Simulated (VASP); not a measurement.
Input of a VASP 6.6.1 run:

INCAR

```
PREC = Accurate ; ENCUT = 600
EDIFF = 1E-7 ; ISMEAR = 0
SIGMA = 0.01 ; LREAL = F
LASPH = T ; NELM = 120
ALGO = Normal ; ISIF = 3
LWAVE = F ; LCHARG = F
GGA = CA ; IBRION = 2
NSW = 80 ; EDIFFG = -0.001
GGA_COMPAT = F ; NELMIN = 4
```

KPOINTS

```
regular mesh
0
Gamma
  6 6 8
```

The input POSCAR:

```
MgH2
1.0
    4.4283876794      0.0000000000      0.0000000000
    0.0000000000      4.4283876794      0.0000000000
    0.0000000000      0.0000000000      2.9732946544
Mg H
2 4
Direct
    0.0000000000      0.0000000000      0.0000000000
    0.5000000000      0.5000000000      0.5000000000
    0.3043313089      0.3043313089      0.0000000000
    0.1956686911      0.8043313089      0.5000000000
    0.6956686911      0.6956686911      0.0000000000
    0.8043313089      0.1956686911      0.5000000000
```

Potentials or basis: VASP PAW LDA potentials, release 64 (Mg, H).

The run is started by

```console
$ cat potpaw_LDA.64/Mg/POTCAR potpaw_LDA.64/H/POTCAR > POTCAR
$ mpirun -np 1 vasp_std > vasp.out
```

(1) Predict the relaxed volume.

(2) Predict the space group after relaxing (to 0.1 Å).

Answers

(1) 9.64 Å³/atom.

(2) P4_2/mnm (No. 136).
